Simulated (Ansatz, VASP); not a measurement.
## Li2HfN2 in VASP and in Ansatz

Contents of INCAR:

```
SYSTEM = Li2HfN2
  ALGO = Normal
  EDIFF = 1E-7
  ENCUT = 520
  GGA = CA
  ISIF = 2
  ISMEAR = 0
  LASPH = .True.
  LCHARG = .False.
  LREAL = .False.
  LWAVE = .False.
  NBANDS = 21
  NELM = 100
  PREC = Accurate
  SIGMA = 0.05
```

Contents of KPOINTS:

```
k-points
0
Gamma
  9 9 6
  0 0 0
```

File POSCAR:

```
Li2HfN2
1.0
    3.2371209533      0.0000000000      0.0000000000
   -1.6185604767      2.8034289807     -0.0560685796
    0.0000000000     -0.1084719036      5.4235951800
Li Hf N
2 1 2
Direct
    0.6666666667      0.3333333333      0.3827885700
    0.3333333333      0.6666666667      0.6172114300
    0.0000000000      0.0000000000      0.0000000000
    0.6666666667      0.3333333333      0.7793848600
    0.3333333333      0.6666666667      0.2206151400
```

Input for Ansatz:

```yaml
crystal:
  lattice:
    - [3.2371209533, 0.0, 0.0]
    - [-1.6185604767, 2.8034289807, -0.0560685796]
    - [0.0, -0.1084719036, 5.42359518]
  atoms:
    - { symbol: Li, position: [0.6666666667, 0.3333333333, 0.38278857] }
    - { symbol: Li, position: [0.3333333333, 0.6666666667, 0.61721143] }
    - { symbol: Hf, position: [0.0, 0.0, 0.0] }
    - { symbol: "N", position: [0.6666666667, 0.3333333333, 0.77938486] }
    - { symbol: "N", position: [0.3333333333, 0.6666666667, 0.22061514] }
basis:
  ecutwfc: 420
kpoints:
  mp_grid: { grid: [9, 9, 6] }
hamiltonian:
  xc: lda
scf:
  occupations: { method: gaussian, width: 0.05 }
output:
  forces: true
  stress: true
  eigenvalues: true
```

Change from the starting cell: strain -0.0400 x Voigt [0, 0, 0, 1, 0, 0], atoms carried along.

Alike in both runs: task single point; functional LDA; k mesh 9 × 9 × 6; occupations gaussian, width 0.05 eV; no spin polarisation.

```csv
,VASP,Ansatz
version,VASP 6.6.1,Ansatz 0.2.0
potentials or method,"VASP PAW LDA potentials, release 64 (Li_sv, Hf_pv, N), cutoff 520 eV","scalar-relativistic, plane waves, PAW"
valence electrons in the cell,26,42
```

|  | VASP | Ansatz | Ansatz less VASP |
| --- | --- | --- | --- |
| gap on the k mesh at the Fermi level (eV) | 1.67 | 1.63 | -0.042 |
| least direct gap on the mesh (eV) | 2.51 | 2.50 | -0.016 |
| rms of the force components (eV/Å) | 0.131 | 0.124 | -0.0067 |

LDA's correlation is that of Perdew and Zunger in VASP and of Perdew and Wang (1992) in Ansatz. Atom by atom the forces differ by 0.033 eV/Å (rms over components). VASP's potentials hold 26 valence electrons a cell and Ansatz's 42, so a difference there can come from the potentials and not from the codes.

Spin-orbit coupling is off throughout. Noted on VASP's run: the cutoff is short for stress, so the pressure is rough.
